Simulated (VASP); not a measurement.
Wanted: the native input for a VASP 6.6.1 run.

```
Task                   : single point
Functional             : PBE
Potentials or basis    : VASP PAW PBE potentials, release 64 (Cu)
Cutoff                 : 520 eV
k mesh                 : 17 × 17 × 9
Occupations            : fermi-dirac, width 0.03 eV
Spin                   : no spin polarisation
Dipole correction      : no
Further INCAR settings : ALGO = Normal; EDIFF = 1e-07; NBANDS = 18
```

The structure of Cu lies in POSCAR:

```
Cu
1.0
    2.6064113432      0.0000000000      0.0000000000
   -1.3032056716      2.2572184359      0.0000000000
    0.0000000000      0.0000000000      4.3101205951
Cu
2
Direct
    0.3333333333      0.6666666667      0.2500000000
    0.6666666667      0.3333333333      0.7500000000
```

This isn't the form of Cu at room conditions, which is fcc.

One way to write it, as run:

INCAR

```
SYSTEM = Cu
PREC = Accurate ; ENCUT = 520
EDIFF = 1E-7 ; ISMEAR = -1
SIGMA = 0.03 ; LREAL = .FALSE.
LASPH = .TRUE. ; NELM = 80
ALGO = Normal ; ISIF = 2
LWAVE = .FALSE. ; LCHARG = .FALSE.
GGA = PE ; NBANDS = 18
```

KPOINTS

```
Automatic mesh
0
G
  17 17 9
  0 0 0
```

Potentials or basis: VASP PAW PBE potentials, release 64 (Cu).

Run with:

```sh
$ cat potpaw_PBE.64/Cu/POTCAR > POTCAR
$ mpirun -np 1 vasp_std > vasp.out
```

Results of the run:

The pressure is -6.5 GPa and the band gap on the k mesh is zero (bands 11 and 12 overlap by 5.38 eV).

Caveat: the cell stands under tension.

It took 75 s on 1 thread of Intel Xeon 8259CL, with other jobs on the host, peak memory 0.18 GiB.
